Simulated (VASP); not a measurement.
Input of a VASP 6.6.1 run:

The input INCAR:

```
  PREC = Accurate
  ENCUT = 520
  EDIFF = 1E-7
  ISMEAR = 0
  SIGMA = 0.01
  LREAL = False
  LASPH = True
  NELM = 100
  ALGO = Normal
  ISIF = 2
  LWAVE = False
  LCHARG = False
  GGA = PE
  NBANDS = 14
```

File KPOINTS:

```
Automatic mesh
0
Gamma
  8 8 8
```

Contents of POSCAR:

```
NaF
1.0
    0.0000000000      2.3502977119      2.3502977119
    2.3502977119      0.0000000000      2.3502977119
    2.3502977119      2.3502977119      0.0000000000
Na F
1 1
Direct
    0.0000000000      0.0000000000      0.0000000000
    0.5000000000      0.5000000000      0.5000000000
```

Potentials or basis: VASP PAW PBE potentials, release 64 (Na_pv, F).

Command:

```sh
$ cat potpaw_PBE.64/Na_pv/POTCAR potpaw_PBE.64/F/POTCAR > POTCAR
$ mpirun -np 1 vasp_std > vasp.out
```

Problem. What does it give for the band gap on the k mesh?

Solution. 6.07 eV, direct.

Problem. Estimate the pressure.

Solution. -0.1 GPa.

PBE gaps usually lie below the measured ones, often by a third to a half.
